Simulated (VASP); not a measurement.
# MoN2: relaxation of the atoms with PBEsol

Crystal: MoN2.

```xyz
6
Lattice="4.3481 0.0870 0.0000 0.0870 4.3481 0.0000 0.0000 0.0000 2.7675" Properties=species:S:1:pos:R:3 pbc="T T T"
Mo    0.0000    0.0000    0.0000
Mo    2.2175    2.2175    0.0000
N     2.7367    3.9158    1.3837
N     1.6983    0.5192    1.3837
N     0.5386    2.6692    1.3837
N     3.8964    1.7658    1.3837
```

```
Program                : VASP 6.6.1
Task                   : relaxation of the atoms
Functional             : PBEsol
Potentials or basis    : VASP PAW PBE potentials, release 64 (Mo_sv, N)
Cutoff                 : 520 eV
k mesh                 : 5 × 5 × 8
Occupations            : fermi-dirac, width 0.05 eV
Spin                   : no spin polarisation
Dipole correction      : no
Further INCAR settings : ALGO = Normal; EDIFF = 1e-07; IBRION = 2; EDIFFG = -0.01; NSW = 60
```

```
Energy gained by relaxing    : 0.7 meV/atom
Ionic steps                  : 6
Pressure after relaxing      : -13.3 GPa
Largest force after relaxing : 0.007 eV/Å
Band gap on the k mesh       : zero (band 24 reaches 13.13 eV, above the bottom of band 25 at 11.25 eV)
```

Forces in eV/Å, atoms in the order of the input:
```
Mo   0.000  0.000  0.000
Mo   0.000  0.000  0.000
N    0.005 -0.005  0.000
N   -0.005  0.005  0.000
N   -0.002 -0.002  0.000
N    0.002  0.002  0.000
```

Stress tensor (GPa, compression positive):
```
-11.82  -9.82   0.00
 -9.82 -11.82   0.00
  0.00   0.00 -16.24
```

Step by step:
```tsv
step	energy change (eV)	largest force (eV/Å)	pressure (GPa)
1	0.0000	0.4749	-13.02
2	0.0118	0.8794	-13.83
3	-0.0043	0.0476	-13.37
4	-0.0043	0.0509	-13.36
5	-0.0043	0.0455	-13.23
6	-0.0043	0.0068	-13.29
```

Final structure:
```
CELL_PARAMETERS angstrom
4.34805 0.08696 0.00000
0.08696 4.34805 0.00000
0.00000 0.00000 2.76746
ATOMIC_POSITIONS crystal
Mo 0.00000 0.00000 0.00000
Mo 0.50000 0.50000 0.00000
N 0.61282 0.88718 0.50000
N 0.38718 0.11282 0.50000
N 0.11094 0.61094 0.50000
N 0.88906 0.38906 0.50000
```

Levels at points of the mesh, in eV from the Fermi level:
| k point | band 20 | band 21 | band 22 | band 23 | band 24 | band 25 | band 26 | band 27 | band 28 |
| --- | --- | --- | --- | --- | --- | --- | --- | --- | --- |
| (0.00, 0.00, 0.00) | -3.91 | -3.21 | -2.84 | -2.26 | -1.84 | 0.46 | 0.69 | 0.88 | 1.87 |
| (0.00, 0.00, 0.50) | -2.76 | -2.09 | -2.01 | 0.72 | 1.08 | 2.05 | 2.18 | 2.19 | 2.48 |

Wall time 3.1 min on 1 thread of Intel(R) Xeon(R) Platinum 8375C CPU @ 2.90GHz (Ice Lake), on a shared host, peak memory 0.2 GiB.

Caveat: the PAW data sets were made with another functional, which shifts forces and pressure a little.
